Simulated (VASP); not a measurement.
# CoSi2 (Fm-3m) in VASP: relaxation of cell and atoms with PBE+D3(BJ)

Aim: the relaxation of cell and atoms of CoSi2 with PBE+D3(BJ).

All numbers are computed with VASP 6.6.1; they aren't measurements. Logs are shortened: lines on timing, memory, paths and dates and some standing lists are left out, and cuts for length are marked.

## (1) The cell of the first run

Symmetry: Fm-3m, No. 225, cubic system. Conventional cell: a = 5.365 Å, b = 5.365 Å, c = 5.365 Å, α = 90.00°, β = 90.00°, γ = 90.00°. Within 3.1 Å of Co (site symmetry m-3m) lie 8 Si at 2.32 Å. Si (site symmetry -43m) has 4 Co at 2.32 Å and 6 Si at 2.68 Å within 3.1 Å.

## (2) Relaxation of cell and atoms, PBE+D3(BJ)

INCAR reads:

```
SYSTEM = CoSi2
ALGO = Normal
EDIFF = 1E-7
EDIFFG = -0.005
ENCUT = 600
GGA = PE
IBRION = 2
ISIF = 3
ISMEAR = 0
IVDW = 12
LASPH = .TRUE.
LCHARG = .FALSE.
LREAL = .FALSE.
LWAVE = .FALSE.
NELM = 80
NSW = 100
PREC = Accurate
SIGMA = 0.1
```

KPOINTS reads:

```
k-points
0
G
  14 14 14
  0 0 0
```

POSCAR reads:

```
CoSi2
1.0
    0.0000000000      2.6825000000      2.6825000000
    2.6825000000      0.0000000000      2.6825000000
    2.6825000000      2.6825000000      0.0000000000
Co Si
1 2
Direct
    0.0000000000      0.0000000000      0.0000000000
    0.2500000000      0.2500000000      0.2500000000
    0.7500000000      0.7500000000      0.7500000000
```

Potentials or basis: VASP PAW PBE potentials, release 64 (Co, Si).

The run is started by

```bash
$ cat potpaw_PBE.64/Co/POTCAR potpaw_PBE.64/Si/POTCAR > POTCAR
$ mpirun -np 1 vasp_std > vasp.out
```

OUTCAR:

```text
SYSTEM = CoSi2
   EDIFF = 1E-7
   EDIFFG = -0.005
   ENCUT = 600
   GGA = PE
   IBRION = 2
   ISIF = 3
   ISMEAR = 0
   IVDW = 12
   LASPH = .TRUE.
   LREAL = .FALSE.
   NELM = 80
   NSW = 100
   PREC = Accurate
 IVDW          = 12

 ion  position               nearest neighbor table
   1  0.000  0.000  0.000-   3 2.32   3 2.32   3 2.32   2 2.32   3 2.32   2 2.32   2 2.32   2 2.32

   2  0.250  0.250  0.250-   1 2.32   1 2.32   1 2.32   1 2.32   3 2.68   3 2.68   3 2.68   3 2.68
                             3 2.68   3 2.68
   3  0.750  0.750  0.750-   1 2.32   1 2.32   1 2.32   1 2.32   2 2.68   2 2.68   2 2.68   2 2.68
                             2 2.68   2 2.68

  LATTYP: Found a face centered cubic cell.
 ALAT       =     5.3650000000

  Lattice vectors:

 A1 = (   0.0000000000,   2.6825000000,   2.6825000000)
 A2 = (   2.6825000000,   0.0000000000,   2.6825000000)
 A3 = (   2.6825000000,   2.6825000000,   0.0000000000)

Analysis of symmetry for initial positions (statically):
=====================================================================
 Subroutine PRICEL returns:
 Original cell was already a primitive cell.

 Routine SETGRP: Setting up the symmetry group for a
 face centered cubic supercell.

 Subroutine GETGRP returns: Found 48 space group operations
 (whereof 48 operations were pure point group operations)
 out of a pool of 48 trial point group operations.

The static configuration has the point symmetry O_h .

Analysis of symmetry for dynamics (positions and initial velocities):
=====================================================================
 Subroutine PRICEL returns:
 Original cell was already a primitive cell.

 Routine SETGRP: Setting up the symmetry group for a
 face centered cubic supercell.

 Subroutine GETGRP returns: Found 48 space group operations
 (whereof 48 operations were pure point group operations)
 out of a pool of 48 trial point group operations.

The dynamic configuration has the point symmetry O_h .

 Subroutine INISYM returns: Found 48 space group operations
 (whereof 48 operations are pure point group operations),
 and found     1 'primitive' translations

----------------------------------------------------------------------------------------

                                     Primitive cell

  volume of cell :      38.6055

  direct lattice vectors                    reciprocal lattice vectors
     0.000000000  2.682500000  2.682500000    -0.186393290  0.186393290  0.186393290
     2.682500000  0.000000000  2.682500000     0.186393290 -0.186393290  0.186393290
     2.682500000  2.682500000  0.000000000     0.186393290  0.186393290 -0.186393290

  length of vectors
     3.793627881  3.793627881  3.793627881     0.322842648  0.322842648  0.322842648

  position of ions in fractional coordinates (direct lattice)
     0.000000000  0.000000000  0.000000000
     0.250000000  0.250000000  0.250000000
     0.750000000  0.750000000  0.750000000

  ion indices of the primitive-cell ions
   primitive index   ion index
                 1           1
                 2           2
                 3           3

----------------------------------------------------------------------------------------

 KPOINTS: k-points

Automatic generation of k-mesh.
 Grid dimensions read from file:
 generate k-points for:   14   14   14

 Generating k-lattice:

  Cartesian coordinates                     Fractional coordinates (reciprocal lattice)
    -0.013313806  0.013313806  0.013313806     0.071428571  0.000000000  0.000000000
     0.013313806 -0.013313806  0.013313806     0.000000000  0.071428571  0.000000000
     0.013313806  0.013313806 -0.013313806     0.000000000  0.000000000  0.071428571

  Length of vectors
     0.023060189  0.023060189  0.023060189

  Shift w.r.t. Gamma in fractional coordinates (k-lattice)
     0.000000000  0.000000000  0.000000000

 Subroutine IBZKPT returns following result:
 ===========================================

 Found    104 irreducible k-points:

 Following reciprocal coordinates:
            Coordinates               Weight
  0.000000  0.000000  0.000000      1.000000
  0.071429  0.000000  0.000000      8.000000
  0.142857  0.000000  0.000000      8.000000
  0.214286  0.000000  0.000000      8.000000
  0.285714  0.000000  0.000000      8.000000
  0.357143  0.000000  0.000000      8.000000
[... 16 lines left out ...]
  0.214286  0.142857  0.000000     24.000000
  0.285714  0.142857  0.000000     24.000000
 [... further k-points ...]
   k-points           NKPTS =    104   k-points in BZ     NKDIM =    104   number of bands    NBANDS=     12
   number of dos      NEDOS =    301   number of ions     NIONS =      3
   total plane-waves  NPLWV =  27000
   dimension x,y,z NGX =    30 NGY =   30 NGZ =   30
   dimension x,y,z NGXF=    60 NGYF=   60 NGZF=   60
   ions per type =               1   2
   NGX,Y,Z   is equivalent  to a cutoff of  13.15, 13.15, 13.15 a.u.
   NGXF,Y,Z  is equivalent  to a cutoff of  26.29, 26.29, 26.29 a.u.
 SYSTEM =  CoSi2
   PREC   = accura    normal or accurate (medium, high low for compatibility)
   ISTART =      0    job   : 0-new  1-cont  2-samecut
   ICHARG =      2    charge: 1-file 2-atom 10-const
   ISPIN  =      1    spin polarized calculation?
   LNONCOLLINEAR =      F non collinear calculations
   LSORBIT =      F    spin-orbit coupling
   LASPH  =      T    aspherical Exc in radial PAW
   ENCUT  =  600.0 eV  44.10 Ry    6.64 a.u.   7.58  7.58  7.58*2*pi/ulx,y,z
   NELM   =     80;   NELMIN=  2; NELMDL= -5     # of ELM steps
   EDIFF  = 0.1E-06   stopping-criterion for ELM
   LREAL  =      F    real-space projection
   EDIFFG = -.5E-02   stopping-criterion for IOM
   NSW    =    100    number of steps for IOM
   IBRION =      2    ionic relax: 0-MD 1-quasi-New 2-CG
   NFREE  =      1    steps in history (QN), initial steepest desc. (CG)
   ISIF   =      3    stress and relaxation
   ISYM   =      2    0-nonsym 1-usesym 2-fastsym
   POTIM  = 0.5000    time-step for ionic-motion
   TEBEG  =    0.0;   TEEND  =   0.0 temperature during run
   PSTRESS=    0.0 pullay stress
   NELECT =      17.0000    total number of electrons
   NUPDOWN=      -1.0000    fix difference up-down
   EMIN   =  10.00;   EMAX   =-10.00  energy-range for DOS
   EFERMI =   0.00;   METHOD = LEGACY
   ISMEAR =     0;   SIGMA  =   0.10  broadening in eV -4-tet -1-fermi 0-gaus
   EFERMI_NEDOS =   21; number of points for ismear=-14 and -15
   IALGO  =     38    algorithm
   IMIX   =      4    mixing-type and parameters
     AMIX     =   0.40;   BMIX     =  1.00
     AMIX_MAG =   1.60;   BMIX_MAG =  1.00
  volume/ion in A,a.u.               =      12.87        86.84
  Fermi-wavevector in a.u.,A,eV,Ry     =   1.245493  2.353641 21.106087  1.551254
  Thomas-Fermi vector in A             =   2.379713
   LORBIT       =      0    0 simple, 1 ext, 2 COOP (PROOUT), +10 PAW based schemes
   GGA     = PE    functional components
   LHFCALC =     F    Hartree Fock is set to
   AEXX    =    0.0000 exact exchange contribution
   IVDW    =    12    specifies the selected vdW correction
   LEPSILON=     F    determine dielectric tensor
   LRPA    =     F    only Hartree local field effects (RPA)
 conjugate gradient relaxation of ions
 non-spin polarized calculation
 Gauss-broadening in eV      SIGMA  =   0.10
  energy-cutoff  :      600.00
  volume of cell :       38.61
 maximum number of plane-waves:      1308
   NGX = 15   NGY = 15   NGZ = 15

--------------------------------------- Ionic step        1  -------------------------------------------

 number of electron      17.0000005 magnetization

 Free energy of the ion-electron system (eV)
  ---------------------------------------------------
  ext. energy  EPLUGINS =         0.00000000
  ---------------------------------------------------
  free energy    TOTEN  =       -19.29706469 eV

  energy without entropy =      -19.29188814  energy(sigma->0) =      -19.29447641

------------------------ aborting loop because EDIFF is reached ----------------------------------------

 Edisp (eV)   -1.31950

 E8    (eV) :    -0.5554

  FORCE on cell =-STRESS in cart. coord.  units (eV):
  Direction    XX          YY          ZZ          XY          YZ          ZX
  --------------------------------------------------------------------------------------
  -------------------------------------------------------------------------------------
  Total      -1.52586    -1.52586    -1.52586     0.00000     0.00000    -0.00000
  in kB     -63.32524   -63.32524   -63.32524     0.00000     0.00000    -0.00000
  external pressure =      -63.33 kB  Pullay stress =        0.00 kB
[... 63 lines left out ...]
  energy  without entropy=      -20.6030212519  energy(sigma->0) =      -20.60549250

--------------------------------------- Ionic step        3  -------------------------------------------

 number of electron      16.9999999 magnetization

 Free energy of the ion-electron system (eV)
  ---------------------------------------------------
  ext. energy  EPLUGINS =         0.00000000
  ---------------------------------------------------
  free energy    TOTEN  =       -19.27584440 eV

  energy without entropy =      -19.27079216  energy(sigma->0) =      -19.27331828

 E-fermi :  10.5160     XC(G=0): -11.8850

 val. band max:       10.4242855707   @ k =   0.4286   0.0714   0.0000
 cond. band min:      10.5160815186   @ k =   0.4286   0.2143   0.0714
 fundamental gap:      0.0917959479
 Fermi energy:        10.5160254562

 k-point     1 :       0.0000    0.0000    0.0000
  band No.  band energies     occupation
      1      -2.8563      2.00000
      2       6.2891      2.00000
      3       6.2891      2.00000
      4       6.2891      2.00000
      5       8.4949      2.00000
      6       8.4949      2.00000
      7      11.5615      0.00000
      8      13.9603      0.00000
      9      13.9603      0.00000
     10      13.9603      0.00000
     11      14.0321      0.00000
     12      14.0321      0.00000
[... 331 lines left out ...]
 k-point    24 :       0.2857    0.1429    0.0000
  band No.  band energies     occupation
      1      -1.7095      2.00000
      2       4.5525      2.00000
      3       6.4344      2.00000
      4       6.5079      2.00000
      5       7.6546      2.00000
      6       8.6826      2.00000
      7       9.5791      2.00000
      8      10.6079      0.19362
      9      11.2807      0.00000
     10      12.5741      0.00000
     11      14.7132      0.00000
     12      15.5348      0.00000

 [... further k-points ...]

------------------------ aborting loop because EDIFF is reached ----------------------------------------

 Edisp (eV)   -1.36812

 E8    (eV) :    -0.5760

  FORCE on cell =-STRESS in cart. coord.  units (eV):
  Direction    XX          YY          ZZ          XY          YZ          ZX
  --------------------------------------------------------------------------------------
  -------------------------------------------------------------------------------------
  Total      -0.00777    -0.00777    -0.00777    -0.00000    -0.00000     0.00000
  in kB      -0.33400    -0.33400    -0.33400    -0.00000    -0.00000     0.00000
  external pressure =       -0.33 kB  Pullay stress =        0.00 kB
[... 18 lines left out ...]
  FREE ENERGIE OF THE ION-ELECTRON SYSTEM (eV)
  ---------------------------------------------------
  free  energy   TOTEN  =       -20.6439652800 eV

  energy  without entropy=      -20.6389130379  energy(sigma->0) =      -20.64143916

 reached required accuracy - stopping structural energy minimisation
```

It took 3 min on 1 thread of Intel Xeon Platinum 8259CL at 2.50GHz (Skylake/Cascade Lake), shared host; peak memory 0.23 GiB.

Results:

| Property | Result |
| --- | --- |
| Free energy | -20.6440 eV |
| Relaxed volume | 12.42 Å³/atom |
| Relaxed cell | a = 3.750 Å, b = 3.750 Å, c = 3.750 Å, α = 60.00°, β = 60.00°, γ = 60.00° |
| Space group after relaxing (to 0.1 Å) | Fm-3m (No. 225) |
| Energy gained by relaxing | 9.1 meV/atom |
| Ionic steps | 3 |
| Pressure after relaxing | 0.0 GPa |
| Band gap on the k mesh | zero (an odd number of electrons rules out a gap without spin polarisation) |
| Dispersion energy per atom | -0.456 eV |

Step by step:
```
step  energy change (eV)  largest force (eV/Å)  pressure (GPa)  volume (Å³)
   1              0.0000                0.0000           -6.33        38.61
   2              0.0086                0.0000            8.36        35.83
   3             -0.0274                0.0000           -0.03        37.27
```

Final structure:
```yaml
crystal:
  lattice:
    - [0.00000, 2.65132, 2.65132]
    - [2.65132, 0.00000, 2.65132]
    - [2.65132, 2.65132, 0.00000]
  atoms:
    - { symbol: Co, position: [0.00000, 0.00000, 0.00000] }
    - { symbol: Si, position: [0.25000, 0.25000, 0.25000] }
    - { symbol: Si, position: [0.75000, 0.75000, 0.75000] }
```

Levels at points of the mesh, in eV from the Fermi level:
| k point | band 7 | band 8 | band 9 | band 10 | band 11 | band 12 |
| --- | --- | --- | --- | --- | --- | --- |
| (0.00, 0.00, 0.00) | 1.05 | 3.44 | 3.44 | 3.44 | 3.52 | 3.52 |
| (0.50, 0.00, 0.00) | -1.72 | -0.50 | -0.50 | 2.78 | 3.49 | 3.49 |
| (0.50, 0.50, 0.00) | -2.05 | -2.01 | -1.41 | 1.68 | 2.93 | 8.57 |

Caveat: the run has no spin polarisation, though such a crystal can be magnetic. Spin polarisation is off, so any magnetic state and its effect on volume and gap are missing.
